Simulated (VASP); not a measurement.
# PtS2 (P-3m1) in VASP: a series of runs

PtS2 is run at these levels: LDA; tasks: single point.

Everything below comes from runs of VASP 6.6.1. Logs are shortened: lines on timing, memory, paths and dates and some standing lists are left out, and cuts for length are marked.

## (1) The cell of the first run

Symmetry: P-3m1, No. 164, trigonal system. The conventional cell has a = 3.366 Å, b = 3.366 Å, c = 4.787 Å, α = 90.00°, β = 90.00°, γ = 120.00°. Pt (site symmetry -3m) has 6 S at 2.28 Å within 3.0 Å. S (site symmetry 3m) has 3 Pt at 2.28 Å within 3.0 Å.

## (2) Single point, LDA (strain -0.050 along x and y, -0.050 along z)

Input file INCAR:

```
SYSTEM = PtS2
  ALGO = Normal
  EDIFF = 1E-6
  ENCUT = 520
  GGA = CA
  ISIF = 2
  ISMEAR = 0
  LASPH = .True.
  LCHARG = .False.
  LREAL = .False.
  LWAVE = .False.
  NBANDS = 18
  NELM = 100
  PREC = Accurate
  SIGMA = 0.05
```

Input file KPOINTS:

```
k-points
0
Gamma
  12 12 8
  0 0 0
```

Input file POSCAR:

```
PtS2
1.0
    3.3660395020      0.0000000000      0.0000000000
   -1.6830197510      2.9150757189      0.0000000000
    0.0000000000      0.0000000000      4.7868600000
Pt S
1 2
Direct
    0.0000000000      0.0000000000      0.0000000000
    0.3333333333      0.6666666667      0.2500000000
    0.6666666667      0.3333333333      0.7500000000
```

Potentials or basis: VASP PAW LDA potentials, release 64 (Pt, S).

Run with:

```sh
cat potpaw_LDA.64/Pt/POTCAR potpaw_LDA.64/S/POTCAR > POTCAR
mpirun -np 1 vasp_std > vasp.out
```

OUTCAR:

```text
SYSTEM = PtS2
   EDIFF = 1E-6
   ENCUT = 520
   GGA = CA
   ISIF = 2
   ISMEAR = 0
   LASPH = .True.
   LREAL = .False.
   NELM = 100
   PREC = Accurate

 ion  position               nearest neighbor table
   1  0.000  0.000  0.000-   2 2.28   3 2.28   3 2.28   2 2.28   3 2.28   2 2.28
   2  0.333  0.667  0.250-   1 2.28   1 2.28   1 2.28
   3  0.667  0.333  0.750-   1 2.28   1 2.28   1 2.28

  LATTYP: Found a hexagonal cell.
 ALAT       =     3.3660395020
 C/A-ratio  =     1.4221045229

  Lattice vectors:

 A1 = (   3.3660395020,   0.0000000000,   0.0000000000)
 A2 = (  -1.6830197510,   2.9150757189,   0.0000000000)
 A3 = (   0.0000000000,   0.0000000000,   4.7868600000)

Analysis of symmetry for initial positions (statically):
=====================================================================
 Subroutine PRICEL returns:
 Original cell was already a primitive cell.

 Routine SETGRP: Setting up the symmetry group for a
 hexagonal supercell.

 Subroutine GETGRP returns: Found 12 space group operations
 (whereof 12 operations were pure point group operations)
 out of a pool of 24 trial point group operations.

The static configuration has the point symmetry D_3d.

Analysis of symmetry for dynamics (positions and initial velocities):
=====================================================================
 Subroutine PRICEL returns:
 Original cell was already a primitive cell.

 Routine SETGRP: Setting up the symmetry group for a
 hexagonal supercell.

 Subroutine GETGRP returns: Found 12 space group operations
 (whereof 12 operations were pure point group operations)
 out of a pool of 24 trial point group operations.

The dynamic configuration has the point symmetry D_3d.

 Subroutine INISYM returns: Found 12 space group operations
 (whereof 12 operations are pure point group operations),
 and found     1 'primitive' translations

----------------------------------------------------------------------------------------

                                     Primitive cell

  volume of cell :      46.9699

  direct lattice vectors                    reciprocal lattice vectors
     3.366039502  0.000000000  0.000000000     0.297085046  0.171522131  0.000000000
[... 79 lines left out ...]
   PREC   = accura    normal or accurate (medium, high low for compatibility)
   ISTART =      0    job   : 0-new  1-cont  2-samecut
   ICHARG =      2    charge: 1-file 2-atom 10-const
   ISPIN  =      1    spin polarized calculation?
   LNONCOLLINEAR =      F non collinear calculations
   LSORBIT =      F    spin-orbit coupling
   LASPH  =      T    aspherical Exc in radial PAW
   ENCUT  =  520.0 eV  38.22 Ry    6.18 a.u.   6.26  6.26  8.90*2*pi/ulx,y,z
   NELM   =    100;   NELMIN=  2; NELMDL= -5     # of ELM steps
   EDIFF  = 0.1E-05   stopping-criterion for ELM
   LREAL  =      F    real-space projection
   EDIFFG = 0.1E-04   stopping-criterion for IOM
   NSW    =      0    number of steps for IOM
   IBRION =     -1    ionic relax: 0-MD 1-quasi-New 2-CG
   NFREE  =      0    steps in history (QN), initial steepest desc. (CG)
   ISIF   =      2    stress and relaxation
   ISYM   =      2    0-nonsym 1-usesym 2-fastsym
   POTIM  = 0.5000    time-step for ionic-motion
   TEBEG  =    0.0;   TEEND  =   0.0 temperature during run
   PSTRESS=    0.0 pullay stress
   NELECT =      22.0000    total number of electrons
   NUPDOWN=      -1.0000    fix difference up-down
   EMIN   =  10.00;   EMAX   =-10.00  energy-range for DOS
   EFERMI =   0.00;   METHOD = LEGACY
   ISMEAR =     0;   SIGMA  =   0.05  broadening in eV -4-tet -1-fermi 0-gaus
   EFERMI_NEDOS =   21; number of points for ismear=-14 and -15
   IALGO  =     38    algorithm
   IMIX   =      4    mixing-type and parameters
     AMIX     =   0.40;   BMIX     =  1.00
     AMIX_MAG =   1.60;   BMIX_MAG =  1.00
  volume/ion in A,a.u.               =      15.66       105.66
  Fermi-wavevector in a.u.,A,eV,Ry     =   1.271381  2.402562 21.992597  1.616410
  Thomas-Fermi vector in A             =   2.404317
   LORBIT       =      0    0 simple, 1 ext, 2 COOP (PROOUT), +10 PAW based schemes
   GGA     = CA    functional components
   LHFCALC =     F    Hartree Fock is set to
   AEXX    =    0.0000 exact exchange contribution
   IVDW    =     0    specifies the selected vdW correction
   LEPSILON=     F    determine dielectric tensor
   LRPA    =     F    only Hartree local field effects (RPA)
 non-spin polarized calculation
 Gauss-broadening in eV      SIGMA  =   0.05
  energy-cutoff  :      520.00
  volume of cell :       46.97
 maximum number of plane-waves:      1290
 NGX is ok and might be reduce to    28
   NGX = 13   NGY = 13   NGZ = 17

 number of electron      22.0000003 magnetization

 Free energy of the ion-electron system (eV)
  ---------------------------------------------------
  ext. energy  EPLUGINS =         0.00000000
  ---------------------------------------------------
  free energy    TOTEN  =       -17.77848663 eV

  energy without entropy =      -17.77848663  energy(sigma->0) =      -17.77848663

 E-fermi :   9.4146     XC(G=0): -11.7484

 val. band max:        9.2018146432   @ k =   0.0000   0.1667   0.2500
 cond. band min:       9.7552807618   @ k =   0.3333   0.3333   0.0000
 fundamental gap:      0.5534661186
 Fermi energy:         9.4146300286

 k-point     1 :       0.0000    0.0000    0.0000
  band No.  band energies     occupation
      1      -7.6327      2.00000
      2      -3.7786      2.00000
      3       0.5570      2.00000
      4       1.2390      2.00000
      5       1.2390      2.00000
      6       4.3349      2.00000
[... 481 lines left out ...]
      5       1.8386      2.00000
      6       3.6372      2.00000
[... 10 lines left out ...]
     17      18.4897      0.00000
     18      18.5455      0.00000

 [... further k-points ...]
[... 5 lines left out ...]
  --------------------------------------------------------------------------------------
  -------------------------------------------------------------------------------------
  Total        8.4201391      8.4201391      4.2629163      0.0000000      0.0000000      0.0000000
  in kB      287.2169567    287.2169567    145.4111167      0.0000000      0.0000000      0.0000000
  external PRESSURE =     239.9483434 kB  Pullay stress =       0.0000000 kB

 VOLUME and BASIS-vectors are now :
 -----------------------------------------------------------------------------
  energy-cutoff  :      520.00
  volume of cell :       46.97
      direct lattice vectors                 reciprocal lattice vectors
     3.366039502  0.000000000  0.000000000     0.297085046  0.171522131  0.000000000
    -1.683019751  2.915075719  0.000000000     0.000000000  0.343044262  0.000000000
     0.000000000  0.000000000  4.786860000     0.000000000  0.000000000  0.208905211

 POSITION                                       TOTAL-FORCE (eV/Angst)
 -----------------------------------------------------------------------------------
      0.00000      0.00000      0.00000         0.000000      0.000000      0.000000
     -0.00000      1.94338      1.19671        -0.000000      0.000000      1.635288
      1.68302      0.97169      3.59014         0.000000     -0.000000     -1.635288
 -----------------------------------------------------------------------------------
    total drift:                               -0.000000     -0.000000     -0.000000

  FREE ENERGIE OF THE ION-ELECTRON SYSTEM (eV)
  ---------------------------------------------------
  free  energy   TOTEN  =       -17.7784866300 eV

  energy  without entropy=      -17.7784866300  energy(sigma->0) =      -17.77848663
```

OSZICAR:

```text
N       E                     dE             d eps       ncg     rms          rms(c)
DAV:   1     0.112093968149E+03    0.11209E+03   -0.10765E+04  4764   0.111E+03
DAV:   2    -0.139289876639E+02   -0.12602E+03   -0.12173E+03  5702   0.229E+02
DAV:   3    -0.191249135033E+02   -0.51959E+01   -0.51604E+01  6034   0.467E+01
DAV:   4    -0.191738312867E+02   -0.48918E-01   -0.48891E-01  6148   0.501E+00
DAV:   5    -0.191744391819E+02   -0.60790E-03   -0.60785E-03  6006   0.555E-01    0.249E+01
DAV:   6    -0.179716117247E+02    0.12028E+01   -0.50866E+00  4954   0.227E+01    0.145E+01
DAV:   7    -0.178248127062E+02    0.14680E+00   -0.95068E-01  4898   0.996E+00    0.685E+00
DAV:   8    -0.177808900262E+02    0.43923E-01   -0.53059E-02  5422   0.226E+00    0.104E+00
DAV:   9    -0.177784909671E+02    0.23991E-02   -0.95631E-03  5226   0.916E-01    0.204E-01
DAV:  10    -0.177784885479E+02    0.24192E-05   -0.10470E-03  5974   0.252E-01    0.155E-01
DAV:  11    -0.177784931684E+02   -0.46205E-05   -0.69624E-05  5670   0.696E-02    0.607E-02
DAV:  12    -0.177784882281E+02    0.49403E-05   -0.36651E-05  5254   0.504E-02    0.226E-02
DAV:  13    -0.177784867659E+02    0.14623E-05   -0.35128E-06  5108   0.133E-02    0.705E-03
DAV:  14    -0.177784866300E+02    0.13580E-06   -0.12727E-06  2798   0.622E-03
   1 F= -.17778487E+02 E0= -.17778487E+02  d E =-.199227E-11
```

stdout:

```text
POSCAR found type information on POSCAR PtS
 POSCAR found :  2 types and       3 ions
 scaLAPACK will be used
 LDA part: xc-table for (Slater(with rela. corr.)+CA(PZ))
 , standard interpolation
 POSCAR, INCAR and KPOINTS ok, starting setup
 FFT: planning ... GRIDC
 FFT: planning ... GRID_SOFT
 FFT: planning ... GRID
 WAVECAR not read
 entering main loop
```

Wall time 80 s (1 thread of Intel Xeon Platinum 8259CL at 2.50GHz (Skylake/Cascade Lake), shared host); peak memory 0.23 GiB.

What came out:

```yaml
Free_energy: -17.7785 eV
Pressure: 24.0 GPa
Largest_force: 1.635 eV/Å
Band_gap_on_the_k_mesh: 0.55 eV, indirect (least direct gap 0.82 eV)
```

Forces in eV/Å, atoms in the order of the input:
```
Pt   0.000  0.000  0.000
S    0.000  0.000  1.635
S    0.000  0.000 -1.635
```

Caveat: the cell differs from its parent crystal (strain -0.050 along x and y, -0.050 along z); spin-orbit coupling is left out, which moves the levels of the heavy elements; forces of over 1 eV/Å act on the atoms, so gaps and moduli don't describe the material at rest. A k mesh can miss the band edges.

## (3) Single point, LDA (strain -0.050 along x and y, -0.025 along z)

Input file INCAR:

```
PREC = Accurate ; ENCUT = 520
EDIFF = 1E-7 ; ISMEAR = 0
SIGMA = 0.05 ; LREAL = F
LASPH = T ; NELM = 60
ALGO = Normal ; ISIF = 2
LWAVE = F ; LCHARG = T
LELF = T ; LVHAR = T
NBANDS = 18
```

Input file KPOINTS:

```
regular mesh
0
Gamma
  12 12 8
```

POSCAR, as its differences from that of step 2:

```diff
@@ -4,3 +4,3 @@
    -1.6830197510      2.9150757189      0.0000000000
-    0.0000000000      0.0000000000      4.7868600000
+    0.0000000000      0.0000000000      4.9128300000
 Pt S
```

Potentials or basis: VASP PAW LDA potentials, release 64 (Pt, S).

Run with:

```sh
cat potpaw_LDA.64/Pt/POTCAR potpaw_LDA.64/S/POTCAR > POTCAR
mpirun -np 1 vasp_std > vasp.out
```

Wall time 98 s (1 thread of Intel Xeon Platinum 8259CL at 2.50GHz (Skylake/Cascade Lake), shared host); peak memory 0.23 GiB.

Results (log left out):

```
Free energy            : -17.8738 eV
Pressure               : 18.9 GPa
Largest force          : 1.128 eV/Å
Band gap on the k mesh : 0.58 eV, indirect (least direct gap 0.85 eV)
```

Forces in eV/Å, atoms in the order of the input:
```
Pt   0.000  0.000  0.000
S    0.000  0.000  1.128
S    0.000  0.000 -1.128
```

Stress tensor (GPa, compression positive):
```
23.36  0.00  0.00
 0.00 23.36  0.00
 0.00  0.00 10.01
```

Levels at points of the mesh, in eV from the valence-band top:
```tsv
k point	band 9	band 10	band 11	band 12	band 13	band 14
(0.00, 0.00, 0.00)	-1.20	-1.20	-0.12	2.08	2.08	4.24
(0.50, 0.00, 0.00)	-3.60	-3.45	-2.78	1.43	2.86	5.80
(0.00, 0.00, 0.50)	-1.55	-1.55	-1.11	2.91	2.91	5.21
(0.50, 0.00, 0.50)	-3.13	-3.03	-1.76	1.56	2.73	4.61
```

Caveat: the cell differs from its parent crystal (strain -0.050 along x and y, -0.025 along z); spin-orbit coupling is left out, which moves the levels of the heavy elements; forces of over 1 eV/Å act on the atoms, so gaps and moduli don't describe the material at rest. A k mesh can miss the band edges.

## (4) Single point, LDA (strain -0.050 along x and y, +0.000 along z)

Input file INCAR:

```
SYSTEM = PtS2
  PREC = Accurate
  ENCUT = 520
  EDIFF = 1E-6
  ISMEAR = 0
  SIGMA = 0.05
  LREAL = .FALSE.
  LASPH = .TRUE.
  NELM = 80
  ALGO = Normal
  ISIF = 2
  LWAVE = .FALSE.
  LCHARG = .FALSE.
  NBANDS = 18
```

Input file KPOINTS:

```
regular mesh
0
G
  12 12 8
  0 0 0
```

POSCAR, as its differences from that of step 3:

```diff
@@ -4,3 +4,3 @@
    -1.6830197510      2.9150757189      0.0000000000
-    0.0000000000      0.0000000000      4.9128300000
+    0.0000000000      0.0000000000      5.0388000000
 Pt S
```

Run with:

```sh
cat potpaw_LDA.64/Pt/POTCAR potpaw_LDA.64/S/POTCAR > POTCAR
mpirun -np 1 vasp_std > vasp.out
```

It took 97 s on 1 thread of Intel Xeon Platinum 8259CL at 2.50GHz (Skylake/Cascade Lake), shared host; peak memory 0.23 GiB.

It converged, with:

```yaml
Free_energy: -17.9350 eV
Pressure: 14.3 GPa
Largest_force: 0.641 eV/Å
Band_gap_on_the_k_mesh: 0.61 eV, indirect (least direct gap 0.89 eV)
```

Forces in eV/Å, atoms in the order of the input:
```
Pt   0.000  0.000  0.000
S    0.000  0.000  0.641
S    0.000  0.000 -0.641
```

Stress tensor (GPa, compression positive):
```
18.57  0.00  0.00
 0.00 18.57  0.00
 0.00  0.00  5.72
```

Levels at points of the mesh, in eV from the valence-band top:
```tsv
k point	band 7	band 8	band 9	band 10	band 11	band 12	band 13	band 14	band 15	band 16
(0.00, 0.00, 0.00)	-4.39	-2.65	-1.03	-1.03	-0.14	2.15	2.15	4.50	6.10	8.09
(0.50, 0.00, 0.00)	-4.02	-3.35	-3.32	-3.27	-2.61	1.49	2.81	5.78	6.07	7.72
(0.00, 0.00, 0.50)	-4.41	-3.43	-1.34	-1.34	-1.14	2.88	2.88	5.35	7.64	7.91
(0.50, 0.00, 0.50)	-3.79	-3.35	-2.86	-2.79	-1.75	1.65	2.76	4.73	4.99	6.74
```

Caveat: the cell differs from its parent crystal (strain -0.050 along x and y, +0.000 along z); spin-orbit coupling is left out, which moves the levels of the heavy elements. A k mesh can miss the band edges.

## (5) Single point, LDA (strain -0.050 along x and y, +0.025 along z)

Input file INCAR:

```
SYSTEM = PtS2
PREC     = Accurate       ! precision mode
ENCUT    = 520            ! plane-wave cutoff, eV
EDIFF    = 1E-7           ! SCF threshold, eV
ISMEAR   = 0              ! smearing method
SIGMA    = 0.05           ! smearing width, eV
LREAL    = .FALSE.        ! projectors in reciprocal space
LASPH    = .TRUE.         ! aspherical terms in the spheres
NELM     = 80             ! most SCF steps
ALGO     = Normal         ! electronic algorithm
ISIF     = 2              ! what is computed and relaxed
LWAVE    = .FALSE.        ! write WAVECAR
LCHARG   = .TRUE.         ! write CHGCAR
GGA      = CA             ! functional
LELF     = .TRUE.         ! ELF
LVHAR    = .TRUE.       
NBANDS   = 18             ! bands
```

Input file KPOINTS:

```
Automatic mesh
0
G
  12 12 8
  0 0 0
```

POSCAR, as its differences from that of step 4:

```diff
@@ -4,3 +4,3 @@
    -1.6830197510      2.9150757189      0.0000000000
-    0.0000000000      0.0000000000      5.0388000000
+    0.0000000000      0.0000000000      5.1647700000
 Pt S
```

Run with:

```sh
cat potpaw_LDA.64/Pt/POTCAR potpaw_LDA.64/S/POTCAR > POTCAR
mpirun -np 1 vasp_std > vasp.out
```

Wall time 96 s (1 thread of Intel Xeon Platinum 8259CL at 2.50GHz (Skylake/Cascade Lake), shared host); peak memory 0.24 GiB.

Results (log left out):

| Item | Value |
| --- | --- |
| Free energy | -17.9639 eV |
| Pressure | 10.1 GPa |
| Largest force | 0.180 eV/Å |
| Band gap on the k mesh | 0.64 eV, indirect (least direct gap 0.91 eV) |

Forces on the atoms (eV/Å):
```
Pt   0.000  0.000  0.000
S    0.000  0.000  0.180
S    0.000  0.000 -0.180
```

Stress tensor (GPa, compression positive):
```
14.26  0.00  0.00
 0.00 14.26  0.00
 0.00  0.00  1.64
```

Levels at points of the mesh, in eV from the valence-band top:
| k point | band 7 | band 8 | band 9 | band 10 | band 11 | band 12 | band 13 | band 14 | band 15 | band 16 |
| --- | --- | --- | --- | --- | --- | --- | --- | --- | --- | --- |
| (0.00, 0.00, 0.00) | -4.15 | -2.59 | -0.86 | -0.86 | -0.16 | 2.22 | 2.22 | 4.77 | 5.99 | 8.30 |
| (0.50, 0.00, 0.00) | -3.82 | -3.13 | -3.09 | -3.03 | -2.41 | 1.55 | 2.77 | 5.74 | 6.10 | 7.77 |
| (0.00, 0.00, 0.50) | -4.17 | -3.32 | -1.16 | -1.13 | -1.13 | 2.85 | 2.85 | 5.50 | 7.60 | 8.15 |
| (0.50, 0.00, 0.50) | -3.67 | -3.10 | -2.59 | -2.55 | -1.73 | 1.73 | 2.78 | 4.85 | 4.87 | 6.74 |

Caveat: the cell differs from its parent crystal (strain -0.050 along x and y, +0.025 along z); spin-orbit coupling is left out, which moves the levels of the heavy elements. A k mesh can miss the band edges.

## (6) Summary

| cell | gap on the mesh (eV) | pressure (GPa) | largest force (eV/Å) |
| --- | --- | --- | --- |
| a = 3.366, b = 3.366, c = 4.787 Å, angles 90.0, 90.0, 120.0°, 3 atoms | 0.55 | 24.0 | 1.64 |
| a = 3.366, b = 3.366, c = 4.913 Å, angles 90.0, 90.0, 120.0°, 3 atoms | 0.58 | 18.9 | 1.13 |
| a = 3.366, b = 3.366, c = 5.039 Å, angles 90.0, 90.0, 120.0°, 3 atoms | 0.61 | 14.3 | 0.64 |
| a = 3.366, b = 3.366, c = 5.165 Å, angles 90.0, 90.0, 120.0°, 3 atoms | 0.64 | 10.1 | 0.18 |

Alike in all rows: task single point; level LDA; potentials or basis VASP PAW LDA potentials, release 64 (Pt, S); no spin polarisation; k mesh 12 × 12 × 8; cutoff (eV) 520; smearing gaussian 0.05 eV.

Caveats: spin-orbit coupling is left out, which moves the levels of the heavy elements; forces of over 1 eV/Å act on the atoms, so gaps and moduli don't describe the material at rest (some runs).

Absolute energies hang on the potentials; compare differences alone.
